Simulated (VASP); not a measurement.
A run of VASP 6.6.1 is set up as follows.

Contents of INCAR:

```
PREC     = Accurate       # precision mode
ENCUT    = 520            # plane-wave cutoff, eV
EDIFF    = 1E-7           # SCF threshold, eV
ISMEAR   = 0              # smearing method
SIGMA    = 0.1            # smearing width, eV
LREAL    = F              # projectors in reciprocal space
LASPH    = T              # aspherical terms in the spheres
NELM     = 60             # most SCF steps
ALGO     = Normal         # electronic algorithm
ISIF     = 2              # what is computed and relaxed
LWAVE    = F              # write WAVECAR
LCHARG   = T              # write CHGCAR
LDIPOL   = T            
IDIPOL   = 3            
DIPOL    = 0.5 0.5 0.307
GGA      = PS             # functional
LELF     = T              # ELF
LVHAR    = T            
LVACPOTAV= T            
NBANDS   = 30             # bands
```

Contents of KPOINTS:

```
regular mesh
0
Gamma
  5 5 1
```

File POSCAR:

```
Al12H
1.0
    5.6788540124      0.0000000000      0.0000000000
    0.0000000000      5.6788540124      0.0000000000
    0.0000000000      0.0000000000     21.1413451746
Al H
12 1
Direct
    0.2500000000      0.2500000000      0.1892027195
    0.2500000000      0.7500000000      0.1892027195
    0.7500000000      0.2500000000      0.1892027195
    0.7500000000      0.7500000000      0.1892027195
    0.0000000000      0.0000000000      0.2870821533
    0.0000000000      0.5000000000      0.2870821533
    0.5000000000      0.0000000000      0.2870821533
    0.5000000000      0.5000000000      0.2870821533
    0.2500000000      0.2500000000      0.3850911618
    0.2500000000      0.7500000000      0.3850911618
    0.7500000000      0.2500000000      0.3850911618
    0.7500000000      0.7500000000      0.3850911618
    0.3333333333      0.3333333333      0.5397643849
```

Potentials or basis: VASP PAW PBE potentials, release 64 (Al, H).

The run is started by

```sh
$ cat potpaw_PBE.64/Al/POTCAR potpaw_PBE.64/H/POTCAR > POTCAR
$ mpirun -np 1 vasp_std > vasp.out
```

Q: Estimate the largest force.

A: 0.773 eV/Å.

Forces on the atoms (eV/Å):
```
Al   0.002  0.002  0.077
Al  -0.029 -0.011  0.043
Al  -0.011 -0.029  0.043
Al   0.023  0.023 -0.068
Al  -0.036 -0.036 -0.012
Al  -0.007  0.037  0.011
Al   0.037 -0.007  0.011
Al   0.012  0.012  0.043
Al   0.017  0.017  0.471
Al  -0.033  0.025  0.053
Al   0.025 -0.033  0.053
Al   0.038  0.038  0.046
H   -0.039 -0.039 -0.771
```

Caveat: the PAW data sets were made with another functional, which shifts forces and pressure a little.
